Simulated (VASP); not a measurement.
Wanted: the native input for a VASP 6.6.1 run.

| Item | Value |
| --- | --- |
| Task | single point |
| Functional | PBE |
| Potentials or basis | VASP PAW PBE potentials, release 64 (Y_sv, Lu, F) |
| Cutoff | 520 eV |
| k mesh | 4 × 4 × 4 |
| Occupations | gaussian, width 0.1 eV |
| Spin | no spin polarisation |
| Dipole correction | no |
| Further INCAR settings | ALGO = Normal; EDIFF = 1e-06; NBANDS = 50 |

The structure of YLu2F3 lies in POSCAR:

```
YLu2F3
1.0
    4.3864670500      0.0000000000      0.0000000000
    0.0000000000      4.3864670500      0.0000000000
    0.0000000000      0.0000000000      6.2466555800
Y Lu F
1 2 3
Direct
    0.0000000000      0.0000000000      0.5000000000
    0.0000000000      0.5000000000      0.2679100000
    0.5000000000      0.0000000000      0.7320900000
    0.5000000000      0.5000000000      0.0000000000
    0.0000000000      0.0000000000      0.0000000000
    0.5000000000      0.5000000000      0.5000000000
```

The input as run:

INCAR

```
ALGO     = Normal         # electronic algorithm
EDIFF    = 1E-6           # SCF threshold, eV
ENCUT    = 520            # plane-wave cutoff, eV
GGA      = PE             # functional
ISIF     = 2              # what is computed and relaxed
ISMEAR   = 0              # smearing method
LASPH    = True           # aspherical terms in the spheres
LCHARG   = False          # write CHGCAR
LREAL    = False          # projectors in reciprocal space
LWAVE    = False          # write WAVECAR
NBANDS   = 50             # bands
NELM     = 80             # most SCF steps
PREC     = Accurate       # precision mode
SIGMA    = 0.1            # smearing width, eV
```

KPOINTS

```
k-points
0
Gamma
  4 4 4
```

Potentials or basis: VASP PAW PBE potentials, release 64 (Y_sv, Lu, F).

Run with:

```sh
$ cat potpaw_PBE.64/Y_sv/POTCAR potpaw_PBE.64/Lu/POTCAR potpaw_PBE.64/F/POTCAR > POTCAR
$ mpirun -np 1 vasp_std > vasp.out
```

Results of the run:

```
Pressure               : 0.0 GPa
Largest force          : 3.243 eV/Å
Band gap on the k mesh : zero (band 41 reaches 2.79 eV, above the bottom of band 42 at 2.39 eV)
```

Caveat: spin-orbit coupling is left out, which moves the levels of the heavy elements; forces of over 1 eV/Å act on the atoms, so gaps and moduli don't describe the material at rest.

Run time: 2.2 min on 1 thread of AMD EPYC 7R43 64-Core Processor (Zen 3), with other jobs on the host, peak memory 0.26 GiB.
